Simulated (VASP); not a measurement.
Runs of VASP 6.6.1 on As. The structure is that of space group R-3m (No. 166), or close to it. The cells are those of the table. 

```tsv
task	cell	gap on the mesh (eV)	pressure (GPa)	largest force (eV/Å)
electric field gradients	a = 4.051 Å, angles 54.5°, 2 atoms	none	2.4	0.43
single point	a = 4.118 Å, angles 54.9°, 2 atoms	none	-2.8	0.04
single point	a = 4.160 Å, angles 54.5°, 2 atoms	none	(c)	0.11
single point	a = 4.166 Å, angles 53.6°, 2 atoms	none	(a)	0.05
electric field gradients	a = 4.022 Å, angles 54.5°, 2 atoms	none	(b)	0.59
single point	a = 4.187 Å, angles 54.5°, 2 atoms	none	-5.1	0.22
electric field gradients	a = 4.079 Å, angles 54.5°, 2 atoms	none	0.5	0.28
single point	a = 4.129 Å, angles 55.3°, 2 atoms	none	-4.2	0.05
```

Alike in all rows: level LDA; potentials or basis VASP PAW LDA potentials, release 64 (As); no spin polarisation; k mesh 13 × 13 × 13; cutoff (eV) 520; smearing fermi-dirac 0.05 eV.

Question: Estimate the missing entries.

Answer: (a) -2.3; (b) 4.4; (c) -3.9.

Caveats: the cell stands under tension (at least some runs); the cell stands under pressure (at least some runs).

A k mesh can miss the band edges, and the runs leave out spin-orbit coupling on As.

A gap of «none» marks levels without a gap at the run's occupations.
